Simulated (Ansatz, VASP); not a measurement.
## Zn: VASP beside Ansatz

INCAR

```
PREC = Accurate
ENCUT = 520
EDIFF = 1E-6
ISMEAR = -1
SIGMA = 0.04
LREAL = F
LASPH = T
NELM = 60
ALGO = Fast
ISIF = 2
LWAVE = F
LCHARG = F
GGA = PE
NBANDS = 19
```

Contents of KPOINTS:

```
regular mesh
0
Gamma
  4 4 2
```

The input POSCAR:

```
Zn
1.0
    2.6700000000      0.0000000000      0.0000000000
   -1.3350000000      2.3122878281      0.0000000000
    0.0000000000      0.0000000000      4.9660000000
Zn
2
Direct
    0.6666666667      0.3333333333      0.7500000000
    0.3333333333      0.6666666667      0.2500000000
```

The input input.yaml:

```yaml
crystal:
  lattice:
    - [2.67, 0.0, 0.0]
    - [-1.335, 2.3122878281, 0.0]
    - [0.0, 0.0, 4.966]
  atoms:
    - { symbol: Zn, position: [0.6666666667, 0.3333333333, 0.75] }
    - { symbol: Zn, position: [0.3333333333, 0.6666666667, 0.25] }
kpoints:
  mp_grid: { grid: [4, 4, 2] }
scf:
  occupations: { method: fermi_dirac, width: 0.04 }
hamiltonian:
  xc: pbe
  pseudopotentials: { kind: all_electron, lapw: { basis_error: 0.003 } }
output:
  forces: true
  stress: true
  eigenvalues: true
```

Alike in both runs: task single point; functional PBE; k mesh 4 × 4 × 2; occupations fermi-dirac, width 0.04 eV; no spin polarisation.

|  | VASP | Ansatz |
| --- | --- | --- |
| version | VASP 6.6.1 | Ansatz 0.2.0 |
| potentials or method | VASP PAW PBE potentials, release 64 (Zn), cutoff 520 eV | all-electron LAPW, scalar-relativistic |

Ansatz gave:

- gap on the k mesh at the Fermi level (eV): none
- pressure (GPa): -2.6
- traceless stress, the component that is largest in VASP (GPa): 4.08

Q: Estimate VASP's values.

A: gap on the k mesh at the Fermi level (eV): none; pressure (GPa): -2.7; traceless stress, the component that is largest in VASP (GPa): 3.98.

A gap of «none» marks a metal or a gap that the smearing closes. Ansatz ran all-electron here, and VASP with PAW potentials.

The k mesh is coarse, so the values compare programs but aren't converged.
